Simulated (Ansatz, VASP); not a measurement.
Two plane-wave programs on SnTe

```
Sn Te
1.0
     3.89182    0.00000    0.00000
     0.00000    3.89182    0.00000
     0.00000    0.00000    3.89182
Sn Te
1 1
Direct
  0.00000 0.00000 0.00000
  0.50000 0.50000 0.50000
```

Alike in both runs: task single point; functional PBE; k mesh 6 × 6 × 6; occupations fermi-dirac, width 0.02 eV; no spin polarisation.

```csv
,VASP,Ansatz
version,VASP 6.6.1,Ansatz 0.2.0
potentials or method,"VASP PAW PBE potentials, release 64 (Sn_d, Te)","plane waves, PAW"
plane-wave cutoff (eV),520,420
valence electrons in the cell,20,30
```

```csv
,VASP,Ansatz,Ansatz less VASP
pressure (GPa),0.2,0.2,+0.04
```

The functional is the same, so the differences come from potentials, cutoffs and numerics. VASP's potentials hold 20 valence electrons a cell and Ansatz's 30, so a difference there can come from the potentials and not from the codes.

Spin-orbit coupling is off throughout.
